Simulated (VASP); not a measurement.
## HfN: single point with PBE

Crystal: HfN.

```
Hf N
1.0
     0.00000    2.25900    2.30418
     2.25900    0.00000    2.30418
     2.25900    2.25900    0.00000
Hf N
1 1
Direct
  0.00000 0.00000 0.00000
  0.50000 0.50000 0.50000
```

This cell differs from its parent crystal: z stretched by +2 %, then relaxed in part.

```
Program                : VASP 6.6.1
Task                   : single point
Functional             : PBE
Potentials or basis    : VASP PAW PBE potentials, release 64 (Hf_pv, N)
Cutoff                 : 520 eV
k mesh                 : 18 × 18 × 18
Occupations            : fermi-dirac, width 0.05 eV
Spin                   : no spin polarisation
Dipole correction      : no
Further INCAR settings : ALGO = Normal; EDIFF = 1e-07; NBANDS = 14
```

```yaml
Pressure: -2.1 GPa
```

Stress tensor (GPa, compression positive):
```
 0.72  0.00  0.00
 0.00  0.72  0.00
 0.00  0.00 -7.76
```

Levels at points of the mesh, in eV from the Fermi level:
```
           k point  band 5  band 6  band 7  band 8  band 9  band 10  band 11  band 12
(0.00, 0.00, 0.00)   -3.06   -2.97   -2.97   -0.48   -0.26    -0.26     1.33     2.07
(0.50, 0.00, 0.00)   -8.77   -6.09   -6.08    3.19    3.55     3.69     4.32     8.34
(0.50, 0.50, 0.00)   -5.54   -3.68   -3.62   -3.62    4.00     5.37     5.37     5.37
(0.50, 0.00, 0.50)   -5.34   -3.75   -3.73   -3.67    3.95     5.23     5.41     5.52
```

Run time: 3 min on 1 thread of Intel Xeon 8259CL (shared host), peak memory 0.28 GiB.

Caveat: the cell differs from its parent crystal (z stretched by +2 %, then relaxed in part); spin-orbit coupling is left out, which moves the levels of the heavy elements.
